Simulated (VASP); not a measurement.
# MgO (Fm-3m) in VASP: further runs, part 2 of 2

VASP 6.6.1. The steps go on from the part before.

### 3 Single point, r2SCAN

POSCAR reads:

```
MgO
1.0
    0.0000000000      2.1021665416      2.1021665416
    2.1021665416      0.0000000000      2.1021665416
    2.1021665416      2.1021665416      0.0000000000
Mg O
1 1
Direct
    0.0000000000      0.0000000000      0.0000000000
    0.5000000000      0.5000000000      0.5000000000
```

INCAR.step1 reads:

```
SYSTEM = MgO
PREC = Accurate
ENCUT = 660
ISMEAR = -1
SIGMA = 0.1
LREAL = .False.
LASPH = .True.
NELM = 120
NBANDS = 15
GGA = PE
ALGO = Normal
EDIFF = 1E-5
LWAVE = .True.
LCHARG = .False.
GGA_COMPAT = .False.
```

INCAR.step2 reads:

```
SYSTEM = MgO
PREC = Accurate
ENCUT = 660
EDIFF = 1E-6
ISMEAR = -1
SIGMA = 0.1
LREAL = .False.
LASPH = .True.
NELM = 120
ALGO = Normal
ISIF = 2
LWAVE = .False.
LCHARG = .True.
METAGGA = R2SCAN
LMIXTAU = .True.
LELF = .True.
LVHAR = .True.
NBANDS = 15
ISTART = 1
GGA_COMPAT = .False.
```

KPOINTS reads:

```
regular mesh
0
Gamma
  20 20 20
  0 0 0
```

Potentials or basis: VASP PAW PBE potentials, release 64 (Mg_sv, O).

Started as:

```bash
$ cat potpaw_PBE.64/Mg_sv/POTCAR potpaw_PBE.64/O/POTCAR > POTCAR
$ cp INCAR.step1 INCAR
$ mpirun -np 1 vasp_std > vasp.out
$ cp INCAR.step2 INCAR
$ mpirun -np 1 vasp_std > vasp.out
```

OUTCAR:

```text
SYSTEM = MgO
   PREC = Accurate
   ENCUT = 660
   EDIFF = 1E-6
   ISMEAR = -1
   LREAL = .False.
   LASPH = .True.
   NELM = 120
   ISIF = 2
   METAGGA = R2SCAN
   ISTART = 1

 ion  position               nearest neighbor table
   1  0.000  0.000  0.000-   2 2.10   2 2.10   2 2.10   2 2.10   2 2.10   2 2.10
   2  0.500  0.500  0.500-   1 2.10   1 2.10   1 2.10   1 2.10   1 2.10   1 2.10

  LATTYP: Found a face centered cubic cell.
 ALAT       =     4.2043330832

  Lattice vectors:

 A1 = (   0.0000000000,   2.1021665416,   2.1021665416)
 A2 = (   2.1021665416,   0.0000000000,   2.1021665416)
 A3 = (   2.1021665416,   2.1021665416,   0.0000000000)

Analysis of symmetry for initial positions (statically):
=====================================================================
 Subroutine PRICEL returns:
 Original cell was already a primitive cell.

 Routine SETGRP: Setting up the symmetry group for a
 face centered cubic supercell.

 Subroutine GETGRP returns: Found 48 space group operations
 (whereof 48 operations were pure point group operations)
 out of a pool of 48 trial point group operations.

The static configuration has the point symmetry O_h .

Analysis of symmetry for dynamics (positions and initial velocities):
=====================================================================
 Subroutine PRICEL returns:
 Original cell was already a primitive cell.

 Routine SETGRP: Setting up the symmetry group for a
 face centered cubic supercell.

 Subroutine GETGRP returns: Found 48 space group operations
 (whereof 48 operations were pure point group operations)
 out of a pool of 48 trial point group operations.

The dynamic configuration has the point symmetry O_h .

 Subroutine INISYM returns: Found 48 space group operations
 (whereof 48 operations are pure point group operations),
 and found     1 'primitive' translations

----------------------------------------------------------------------------------------
[... 121 lines left out ...]
   IVDW    =     0    specifies the selected vdW correction
   LEPSILON=     F    determine dielectric tensor
   LRPA    =     F    only Hartree local field effects (RPA)
 non-spin polarized calculation
  energy-cutoff  :      660.00
  volume of cell :       18.58
 maximum number of plane-waves:       728
 NGX is ok and might be reduce to    28
   NGX = 13   NGY = 13   NGZ = 13

 number of electron      15.9999994 magnetization

 Free energy of the ion-electron system (eV)
  ---------------------------------------------------
  ext. energy  EPLUGINS =         0.00000000
  ---------------------------------------------------
  free energy    TOTEN  =       -16.17315130 eV

  energy without entropy =      -16.17315130  energy(sigma->0) =      -16.17315130

 E-fermi :   4.6593     XC(G=0): -12.0706

 val. band max:        2.5484560900   @ k =   0.0000   0.0000   0.0000
 cond. band min:       8.2605590897   @ k =   0.0000   0.0000   0.0000
 fundamental gap:      5.7121029997
 Fermi energy:         4.6592772207

 k-point     1 :       0.0000    0.0000    0.0000
  band No.  band energies     occupation
      1     -72.4024      2.00000
      2     -37.4948      2.00000
      3     -37.4948      2.00000
      4     -37.4948      2.00000
      5     -15.6668      2.00000
      6       2.5485      2.00000
      7       2.5485      2.00000
      8       2.5485      2.00000
      9       8.2606      0.00000
     10      19.4409      0.00000
     11      19.4409      0.00000
     12      19.4409      0.00000
     13      23.5651      0.00000
     14      25.3987      0.00000
[... 401 lines left out ...]
      2     -37.5672      2.00000
      3     -37.5040      2.00000
      4     -37.5011      2.00000
      5     -14.6096      2.00000
      6      -1.4187      2.00000
      7       1.8500      2.00000
      8       1.9898      2.00000
      9      11.4367      0.00000
     10      16.0874      0.00000
     11      20.0059      0.00000
     12      20.3842      0.00000
     13      24.8516      0.00000
     14      25.7113      0.00000
     15      25.9618      0.00000

 [... further k-points ...]

------------------------ aborting loop because EDIFF is reached ----------------------------------------

  FORCE on cell =-STRESS in cart. coord.  units (eV):
  Direction    XX          YY          ZZ          XY          YZ          ZX
  --------------------------------------------------------------------------------------
  -------------------------------------------------------------------------------------
  Total       -0.0195742     -0.0195742     -0.0195742      0.0000000      0.0000000      0.0000000
  in kB       -1.6879651     -1.6879651     -1.6879651      0.0000000      0.0000000      0.0000000
  external PRESSURE =      -1.6879651 kB  Pullay stress =       0.0000000 kB

 VOLUME and BASIS-vectors are now :
 -----------------------------------------------------------------------------
  energy-cutoff  :      660.00
  volume of cell :       18.58
      direct lattice vectors                 reciprocal lattice vectors
     0.000000000  2.102166542  2.102166542    -0.237849852  0.237849852  0.237849852
     2.102166542  0.000000000  2.102166542     0.237849852 -0.237849852  0.237849852
     2.102166542  2.102166542  0.000000000     0.237849852  0.237849852 -0.237849852

 POSITION                                       TOTAL-FORCE (eV/Angst)
 -----------------------------------------------------------------------------------
      0.00000      0.00000      0.00000         0.000000      0.000000      0.000000
      2.10217      2.10217      2.10217        -0.000000      0.000000     -0.000000
 -----------------------------------------------------------------------------------
    total drift:                                0.000000      0.000000      0.000000

  FREE ENERGIE OF THE ION-ELECTRON SYSTEM (eV)
  ---------------------------------------------------
  free  energy   TOTEN  =       -16.1731513026 eV

  energy  without entropy=      -16.1731513026  energy(sigma->0) =      -16.17315130
```

OUTCAR.step1:

```text
SYSTEM = MgO
   PREC = Accurate
   ENCUT = 660
   ISMEAR = -1
   LREAL = .False.
   LASPH = .True.
[... 653 lines left out ...]
      0.00000      0.00000      0.00000         0.000000     -0.000000      0.000000
      2.10217      2.10217      2.10217        -0.000000      0.000000     -0.000000
 -----------------------------------------------------------------------------------
    total drift:                                0.000000      0.000000      0.000000

  FREE ENERGIE OF THE ION-ELECTRON SYSTEM (eV)
  ---------------------------------------------------
  free  energy   TOTEN  =       -11.8824138060 eV

  energy  without entropy=      -11.8824138058  energy(sigma->0) =      -11.88241381
```

Wall time 3 min (1 thread of Intel Xeon 6975P-C (Granite Rapids), shared host); peak memory 0.23 GiB.

Results:

* Free energy: -16.1732 eV
* Pressure: -0.2 GPa
* Band gap on the k mesh: 5.71 eV, direct

Caveat: the PAW data sets were made with another functional, which shifts forces and pressure a little.
